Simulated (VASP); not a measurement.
A run of VASP 6.6.1:

Contents of INCAR:

```
  ALGO = Normal
  EDIFF = 1E-6
  ENCUT = 520
  GGA = PE
  ISIF = 2
  ISMEAR = 0
  LASPH = T
  LCHARG = T
  LELF = T
  LREAL = F
  LVHAR = T
  LWAVE = F
  NBANDS = 24
  NELM = 80
  PREC = Accurate
  SIGMA = 0.1
```

The input KPOINTS:

```
k-points
0
Gamma
  6 6 6
```

POSCAR

```
Zr2B3
1.0
    1.7180839446      0.9919362279      6.3282588284
   -1.7180839446      0.9919362279      6.3282588284
    0.0000000000     -1.9838724558      6.3282588284
Zr B
2 3
Direct
    0.3984329219      0.3984329219      0.3984329219
    0.6015670781      0.6015670781      0.6015670781
    0.0000000000      0.5000000000      0.0000000000
    0.0000000000      0.0000000000      0.5000000000
    0.5000000000      0.0000000000      0.0000000000
```

Potentials or basis: VASP PAW PBE potentials, release 64 (Zr_sv, B).

Command:

```console
$ cat potpaw_PBE.64/Zr_sv/POTCAR potpaw_PBE.64/B/POTCAR > POTCAR
$ mpirun -np 1 vasp_std > vasp.out
```

Hardware: 1 thread of Intel(R) Xeon(R) 6975P-C (Granite Rapids), on a shared host.

How long does it take, and how much memory?

Run time: 89 s on 1 thread of Intel(R) Xeon(R) 6975P-C (Granite Rapids) (shared host), peak memory 0.35 GiB. Counts: scf iterations 14, k points 32.
